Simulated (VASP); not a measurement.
# MgO (I4mm) in VASP: notebook

The runs below take MgO through single point, with PBE.

Program: VASP 6.6.1. These are calculated values, not measurements. Logs are shortened: lines on timing, memory, paths and dates and some standing lists are left out, and cuts for length are marked.

### 1 The cell of the first run

The structure is tetragonal, space group I4mm (No. 107). The conventional cell has a = 2.933 Å, b = 2.933 Å, c = 4.148 Å, α = 90.00°, β = 90.00°, γ = 90.00°. Within 2.5 Å of Mg (site symmetry 4mm) lie 6 O at 1.87 to 2.28 Å. O (site symmetry 4mm) has 6 Mg at 1.87 to 2.28 Å within 2.5 Å.

### 2 Single point, PBE (atoms displaced along a vibrational mode, the cell strained)

Input file INCAR:

```
SYSTEM = MgO
ALGO = Normal ; EDIFF = 1E-6
ENCUT = 600 ; GGA = PE
GGA_COMPAT = .False. ; ISIF = 2
ISMEAR = 0 ; LASPH = .True.
LCHARG = .False. ; LREAL = .False.
LWAVE = .False. ; NBANDS = 11
NELM = 120 ; PREC = Accurate
SIGMA = 0.05
```

Input file KPOINTS:

```
k-points
0
Gamma
  10 10 10
  0 0 0
```

Input file POSCAR:

```
MgO
1.0
    0.0000000000      2.0740382102      2.0740382102
    2.0740382102      0.0000000000      2.0740382102
    2.0740382102      2.0740382102      0.0000000000
Mg O
1 1
Direct
    0.0199592763      0.0199592763     -0.0199592763
    0.4696787168      0.4696787168      0.5303212832
```

Potentials or basis: VASP PAW PBE potentials, release 64 (Mg, O).

Command:

```sh
$ cat potpaw_PBE.64/Mg/POTCAR potpaw_PBE.64/O/POTCAR > POTCAR
$ mpirun -np 1 vasp_std > vasp.out
```

OUTCAR:

```text
SYSTEM = MgO
   EDIFF = 1E-6
   ENCUT = 600
   GGA = PE
   ISIF = 2
   ISMEAR = 0
   LASPH = .True.
   LREAL = .False.
   NELM = 120
   PREC = Accurate

 ion  position               nearest neighbor table
   1  0.020  0.020  0.980-   2 1.87   2 2.08   2 2.08   2 2.08   2 2.08   2 2.28
   2  0.470  0.470  0.530-   1 1.87   1 2.08   1 2.08   1 2.08   1 2.08   1 2.28

  LATTYP: Found a face centered cubic cell.
 ALAT       =     4.1480764204

  Lattice vectors:

 A1 = (   0.0000000000,   2.0740382102,   2.0740382102)
 A2 = (   2.0740382102,   0.0000000000,   2.0740382102)
 A3 = (   2.0740382102,   2.0740382102,   0.0000000000)

Analysis of symmetry for initial positions (statically):
=====================================================================
 Subroutine PRICEL returns:
 Original cell was already a primitive cell.

 Routine SETGRP: Setting up the symmetry group for a
 face centered cubic supercell.

 Subroutine GETGRP returns: Found  8 space group operations
 (whereof  8 operations were pure point group operations)
 out of a pool of 48 trial point group operations.

The static configuration has the point symmetry C_4v.

Analysis of symmetry for dynamics (positions and initial velocities):
=====================================================================
 Subroutine PRICEL returns:
 Original cell was already a primitive cell.

 Routine SETGRP: Setting up the symmetry group for a
 face centered cubic supercell.

 Subroutine GETGRP returns: Found  8 space group operations
 (whereof  8 operations were pure point group operations)
 out of a pool of 48 trial point group operations.

The dynamic configuration has the point symmetry C_4v.

 Subroutine INISYM returns: Found  8 space group operations
 (whereof  8 operations are pure point group operations),
 and found     1 'primitive' translations

----------------------------------------------------------------------------------------

                                     Primitive cell

  volume of cell :      17.8435

  direct lattice vectors                    reciprocal lattice vectors
     0.000000000  2.074038210  2.074038210    -0.241075597  0.241075597  0.241075597
     2.074038210  0.000000000  2.074038210     0.241075597 -0.241075597  0.241075597
     2.074038210  2.074038210  0.000000000     0.241075597  0.241075597 -0.241075597

  length of vectors
     2.933132966  2.933132966  2.933132966     0.417555183  0.417555183  0.417555183

  position of ions in fractional coordinates (direct lattice)
[... 79 lines left out ...]
   EDIFF  = 0.1E-05   stopping-criterion for ELM
   LREAL  =      F    real-space projection
[... 7 lines left out ...]
   TEBEG  =    0.0;   TEEND  =   0.0 temperature during run
   PSTRESS=    0.0 pullay stress
   NELECT =       8.0000    total number of electrons
   NUPDOWN=      -1.0000    fix difference up-down
   EMIN   =  10.00;   EMAX   =-10.00  energy-range for DOS
   EFERMI =   0.00;   METHOD = LEGACY
   ISMEAR =     0;   SIGMA  =   0.05  broadening in eV -4-tet -1-fermi 0-gaus
   EFERMI_NEDOS =   21; number of points for ismear=-14 and -15
   IALGO  =     38    algorithm
   IMIX   =      4    mixing-type and parameters
     AMIX     =   0.40;   BMIX     =  1.00
     AMIX_MAG =   1.60;   BMIX_MAG =  1.00
  volume/ion in A,a.u.               =       8.92        60.21
  Fermi-wavevector in a.u.,A,eV,Ry     =   1.252982  2.367792 21.360647  1.569963
  Thomas-Fermi vector in A             =   2.386856
   LORBIT       =      0    0 simple, 1 ext, 2 COOP (PROOUT), +10 PAW based schemes
   GGA     = PE    functional components
   LHFCALC =     F    Hartree Fock is set to
   AEXX    =    0.0000 exact exchange contribution
   IVDW    =     0    specifies the selected vdW correction
   LEPSILON=     F    determine dielectric tensor
   LRPA    =     F    only Hartree local field effects (RPA)
 non-spin polarized calculation
 Gauss-broadening in eV      SIGMA  =   0.05
  energy-cutoff  :      600.00
  volume of cell :       17.84
 maximum number of plane-waves:       610
   NGX = 11   NGY = 11   NGZ = 11

 number of electron       7.9999998 magnetization

 Free energy of the ion-electron system (eV)
  ---------------------------------------------------
  ext. energy  EPLUGINS =         0.00000000
  ---------------------------------------------------
  free energy    TOTEN  =       -11.69534080 eV

  energy without entropy =      -11.69534080  energy(sigma->0) =      -11.69534080

 E-fermi :   3.6927     XC(G=0): -11.2808

 val. band max:        3.4909785089   @ k =   0.0000   0.0000   0.0000
 cond. band min:       8.6606405751   @ k =   0.0000   0.0000   0.0000
 fundamental gap:      5.1696620663
 Fermi energy:         3.6927425490

 k-point     1 :       0.0000    0.0000    0.0000
  band No.  band energies     occupation
      1     -13.9842      2.00000
      2       3.4407      2.00000
      3       3.4910      2.00000
      4       3.4910      2.00000
      5       8.6606      0.00000
      6      19.6814      0.00000
      7      19.7890      0.00000
      8      19.7890      0.00000
      9      23.5301      0.00000
     10      25.4983      0.00000
     11      25.6381      0.00000
[... 309 lines left out ...]
 k-point    24 :       0.0000   -0.1000    0.1000
  band No.  band energies     occupation
      1     -13.6922      2.00000
      2       2.0865      2.00000
      3       3.1438      2.00000
      4       3.3619      2.00000
      5      10.0663      0.00000
      6      17.2882      0.00000
      7      20.0967      0.00000
      8      20.4480      0.00000
      9      23.7811      0.00000
     10      25.0094      0.00000
     11      26.9164      0.00000

 [... further k-points ...]

------------------------ aborting loop because EDIFF is reached ----------------------------------------

  FORCE on cell =-STRESS in cart. coord.  units (eV):
  Direction    XX          YY          ZZ          XY          YZ          ZX
  --------------------------------------------------------------------------------------
  -------------------------------------------------------------------------------------
  Total        1.1977045      1.1977045      3.4430248      0.0000000      0.0000000      0.0000000
  in kB      107.5424693    107.5424693    309.1508776      0.0000000      0.0000000      0.0000000
  external PRESSURE =     174.7452720 kB  Pullay stress =       0.0000000 kB

 VOLUME and BASIS-vectors are now :
 -----------------------------------------------------------------------------
  energy-cutoff  :      600.00
  volume of cell :       17.84
      direct lattice vectors                 reciprocal lattice vectors
     0.000000000  2.074038210  2.074038210    -0.241075597  0.241075597  0.241075597
     2.074038210  0.000000000  2.074038210     0.241075597 -0.241075597  0.241075597
     2.074038210  2.074038210  0.000000000     0.241075597  0.241075597 -0.241075597

 POSITION                                       TOTAL-FORCE (eV/Angst)
 -----------------------------------------------------------------------------------
      2.07404      2.07404      0.08279         0.000000      0.000000     -1.856368
      2.07404      2.07404      1.94826         0.000000      0.000000      1.856368
 -----------------------------------------------------------------------------------
    total drift:                                0.000000      0.000000      0.000655

  FREE ENERGIE OF THE ION-ELECTRON SYSTEM (eV)
  ---------------------------------------------------
  free  energy   TOTEN  =       -11.6953408015 eV

  energy  without entropy=      -11.6953408015  energy(sigma->0) =      -11.69534080
```

stdout:

```text
POSCAR found type information on POSCAR MgO
 POSCAR found :  2 types and       2 ions
 scaLAPACK will be used
 LDA part: xc-table for (Slater+PW92), standard interpolation
 POSCAR, INCAR and KPOINTS ok, starting setup
 FFT: planning ... GRIDC
 FFT: planning ... GRID_SOFT
 FFT: planning ... GRID
 WAVECAR not read
 entering main loop
```

Wall time 20 s (1 thread of Intel Xeon Platinum 8259CL at 2.50GHz (Skylake/Cascade Lake), shared host); peak memory 0.15 GiB.

Results:

- Free energy: -11.6953 eV
- Pressure: 17.5 GPa
- Largest force: 1.856 eV/Å
- Band gap on the k mesh: 5.17 eV

Forces on the atoms (eV/Å):
```
Mg   0.000  0.000 -1.856
O    0.000  0.000  1.856
```

Caveat: the cell differs from its parent crystal (atoms displaced along a vibrational mode, the cell strained); the cell stands under pressure; forces of over 1 eV/Å act on the atoms, so gaps and moduli don't describe the material at rest.

### 3 Single point, PBE (atoms displaced along a vibrational mode, the cell strained)

Input file INCAR:

```
SYSTEM = MgO
  ALGO = Normal
  EDIFF = 1E-6
  ENCUT = 600
  GGA = PE
  GGA_COMPAT = .False.
  ISIF = 2
  ISMEAR = 0
  LASPH = .True.
  LCHARG = .False.
  LREAL = .False.
  LWAVE = .False.
  NBANDS = 11
  NELM = 120
  PREC = Accurate
  SIGMA = 0.05
```

KPOINTS is that of step 2.

Input file POSCAR:

```
MgO
1.0
    0.0000000000      2.0740382102      2.0740382102
    2.0740382102      0.0000000000      2.0740382102
    2.0740382102      2.0740382102      0.0000000000
Mg O
1 1
Direct
    0.0332654605      0.0332654605     -0.0332654605
    0.4494645280      0.4494645280      0.5505354720
```

Potentials or basis: VASP PAW PBE potentials, release 64 (Mg, O).

Command:

```sh
$ cat potpaw_PBE.64/Mg/POTCAR potpaw_PBE.64/O/POTCAR > POTCAR
$ mpirun -np 1 vasp_std > vasp.out
```

OUTCAR:

```text
SYSTEM = MgO
   EDIFF = 1E-6
   ENCUT = 600
   GGA = PE
   ISIF = 2
   ISMEAR = 0
   LASPH = .True.
   LREAL = .False.
   NELM = 120
   PREC = Accurate

 ion  position               nearest neighbor table
   1  0.033  0.033  0.967-   2 1.73   2 2.10   2 2.10   2 2.10   2 2.10   2 2.42
   2  0.449  0.449  0.551-   1 1.73   1 2.10   1 2.10   1 2.10   1 2.10   1 2.42

  LATTYP: Found a face centered cubic cell.
 ALAT       =     4.1480764204

  Lattice vectors:

 A1 = (   0.0000000000,   2.0740382102,   2.0740382102)
 A2 = (   2.0740382102,   0.0000000000,   2.0740382102)
 A3 = (   2.0740382102,   2.0740382102,   0.0000000000)

Analysis of symmetry for initial positions (statically):
=====================================================================
 Subroutine PRICEL returns:
 Original cell was already a primitive cell.

 Routine SETGRP: Setting up the symmetry group for a
 face centered cubic supercell.

 Subroutine GETGRP returns: Found  8 space group operations
 (whereof  8 operations were pure point group operations)
 out of a pool of 48 trial point group operations.

The static configuration has the point symmetry C_4v.

Analysis of symmetry for dynamics (positions and initial velocities):
=====================================================================
 Subroutine PRICEL returns:
 Original cell was already a primitive cell.

 Routine SETGRP: Setting up the symmetry group for a
 face centered cubic supercell.

 Subroutine GETGRP returns: Found  8 space group operations
 (whereof  8 operations were pure point group operations)
 out of a pool of 48 trial point group operations.

The dynamic configuration has the point symmetry C_4v.

 Subroutine INISYM returns: Found  8 space group operations
 (whereof  8 operations are pure point group operations),
 and found     1 'primitive' translations

[... 120 lines left out ...]
   LHFCALC =     F    Hartree Fock is set to
   AEXX    =    0.0000 exact exchange contribution
   IVDW    =     0    specifies the selected vdW correction
   LEPSILON=     F    determine dielectric tensor
   LRPA    =     F    only Hartree local field effects (RPA)
 non-spin polarized calculation
 Gauss-broadening in eV      SIGMA  =   0.05
  energy-cutoff  :      600.00
  volume of cell :       17.84
 maximum number of plane-waves:       610
   NGX = 11   NGY = 11   NGZ = 11

 number of electron       7.9999998 magnetization

 Free energy of the ion-electron system (eV)
  ---------------------------------------------------
  ext. energy  EPLUGINS =         0.00000000
  ---------------------------------------------------
  free energy    TOTEN  =       -11.27267354 eV

  energy without entropy =      -11.27267354  energy(sigma->0) =      -11.27267354

 E-fermi :   3.6492     XC(G=0): -11.2503

 val. band max:        3.4014513556   @ k =   0.0000   0.0000   0.0000
 cond. band min:       8.5462543307   @ k =   0.0000   0.0000   0.0000
 fundamental gap:      5.1448029751
 Fermi energy:         3.6492364731

 k-point     1 :       0.0000    0.0000    0.0000
  band No.  band energies     occupation
      1     -14.0102      2.00000
      2       3.3021      2.00000
      3       3.4015      2.00000
      4       3.4015      2.00000
      5       8.5463      0.00000
      6      19.8229      0.00000
      7      20.1182      0.00000
      8      20.1182      0.00000
      9      23.3417      0.00000
     10      25.5451      0.00000
     11      25.8980      0.00000
[... 309 lines left out ...]
 k-point    24 :       0.0000   -0.1000    0.1000
  band No.  band energies     occupation
      1     -13.7223      2.00000
      2       2.0032      2.00000
      3       3.0631      2.00000
      4       3.2937      2.00000
      5       9.9223      0.00000
      6      17.3652      0.00000
      7      20.1219      0.00000
      8      20.7253      0.00000
      9      24.1142      0.00000
     10      25.1831      0.00000
     11      26.7146      0.00000

 [... further k-points ...]

------------------------ aborting loop because EDIFF is reached ----------------------------------------

  FORCE on cell =-STRESS in cart. coord.  units (eV):
  Direction    XX          YY          ZZ          XY          YZ          ZX
  --------------------------------------------------------------------------------------
  -------------------------------------------------------------------------------------
  Total        0.9454185      0.9454185      7.7581255      0.0000000     -0.0000000     -0.0000000
  in kB       84.8895899     84.8895899    696.6058706      0.0000000     -0.0000000     -0.0000000
  external PRESSURE =     288.7950168 kB  Pullay stress =       0.0000000 kB

 VOLUME and BASIS-vectors are now :
 -----------------------------------------------------------------------------
  energy-cutoff  :      600.00
  volume of cell :       17.84
      direct lattice vectors                 reciprocal lattice vectors
     0.000000000  2.074038210  2.074038210    -0.241075597  0.241075597  0.241075597
     2.074038210  0.000000000  2.074038210     0.241075597 -0.241075597  0.241075597
     2.074038210  2.074038210  0.000000000     0.241075597  0.241075597 -0.241075597

 POSITION                                       TOTAL-FORCE (eV/Angst)
 -----------------------------------------------------------------------------------
      2.07404      2.07404      0.13799         0.000000      0.000000     -4.543719
      2.07404      2.07404      1.86441         0.000000      0.000000      4.543719
 -----------------------------------------------------------------------------------
    total drift:                                0.000000      0.000000      0.000326

  FREE ENERGIE OF THE ION-ELECTRON SYSTEM (eV)
  ---------------------------------------------------
  free  energy   TOTEN  =       -11.2726735351 eV

  energy  without entropy=      -11.2726735351  energy(sigma->0) =      -11.27267354
```

OSZICAR:

```text
N       E                     dE             d eps       ncg     rms          rms(c)
DAV:   1     0.207817024773E+02    0.20782E+02   -0.50373E+03  2412   0.737E+02
DAV:   2    -0.123339159240E+02   -0.33116E+02   -0.32523E+02  2610   0.155E+02
DAV:   3    -0.130931806370E+02   -0.75926E+00   -0.75855E+00  2708   0.209E+01
DAV:   4    -0.130950828098E+02   -0.19022E-02   -0.19021E-02  2496   0.119E+00
DAV:   5    -0.130950888505E+02   -0.60408E-05   -0.60407E-05  2694   0.652E-02    0.782E+00
DAV:   6    -0.112968625285E+02    0.17982E+01   -0.96387E+00  2415   0.175E+01    0.224E+00
DAV:   7    -0.112805494872E+02    0.16313E-01   -0.55930E-02  2526   0.217E+00    0.139E+00
DAV:   8    -0.112730629080E+02    0.74866E-02   -0.30019E-02  2400   0.194E+00    0.220E-01
DAV:   9    -0.112725866268E+02    0.47628E-03   -0.32810E-03  2595   0.423E-01    0.692E-02
DAV:  10    -0.112726695121E+02   -0.82885E-04   -0.34763E-04  2490   0.142E-01    0.146E-02
DAV:  11    -0.112726733348E+02   -0.38227E-05   -0.15526E-05  2679   0.343E-02    0.137E-02
DAV:  12    -0.112726735351E+02   -0.20035E-06   -0.78767E-06  2403   0.212E-02
   1 F= -.11272674E+02 E0= -.11272674E+02  d E =-.121784E-14
```

Run time: 20 s. Hardware: 1 thread of Intel Xeon Platinum 8259CL at 2.50GHz (Skylake/Cascade Lake), shared host; peak memory 0.16 GiB.

Results:

- Free energy: -11.2727 eV
- Pressure: 28.9 GPa
- Largest force: 4.544 eV/Å
- Band gap on the k mesh: 5.14 eV

Forces on the atoms (eV/Å):
```
Mg   0.000  0.000 -4.544
O    0.000  0.000  4.544
```

Stress tensor (GPa, compression positive):
```
 8.49  0.00  0.00
 0.00  8.49  0.00
 0.00  0.00 69.66
```

Caveat: the cell differs from its parent crystal (atoms displaced along a vibrational mode, the cell strained); the cell stands under pressure; forces of over 1 eV/Å act on the atoms, so gaps and moduli don't describe the material at rest.

[end of part 1 of 2]
